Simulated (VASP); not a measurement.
A run of VASP 6.6.1 is set up as follows.

File INCAR:

```
SYSTEM = ScRe3
PREC = Accurate
ENCUT = 520
EDIFF = 1E-7
ISMEAR = 0
SIGMA = 0.1
LREAL = .False.
LASPH = .True.
NELM = 80
ALGO = Normal
ISIF = 2
LWAVE = .False.
LCHARG = .False.
GGA = PE
NBANDS = 24
```

Contents of KPOINTS:

```
Automatic mesh
0
Gamma
  6 6 6
  0 0 0
```

Contents of POSCAR:

```
ScRe3
1.0
   -1.9310147683      1.9310147683      4.2982677789
    1.9310147683     -1.9310147683      4.2982677789
    1.9310147683      1.9310147683     -4.2982677789
Sc Re
1 3
Direct
    0.0000000000      0.0000000000      0.0000000000
    0.5000000000      0.5000000000      0.0000000000
    0.2500000000      0.7500000000      0.5000000000
    0.7500000000      0.2500000000      0.5000000000
```

Potentials or basis: VASP PAW PBE potentials, release 64 (Sc_sv, Re).

Command:

```bash
$ cat potpaw_PBE.64/Sc_sv/POTCAR potpaw_PBE.64/Re/POTCAR > POTCAR
$ mpirun -np 1 vasp_std > vasp.out
```

Predict the band gap on the k mesh.

zero (bands 16 and 17 overlap by 1.33 eV).

Estimate the pressure.

-0.2 GPa.

Stress tensor (GPa, compression positive):
```
-0.09  0.00  0.00
 0.00 -0.09  0.00
 0.00  0.00 -0.44
```

Caveat: spin-orbit coupling is left out, which moves the levels of the heavy elements.
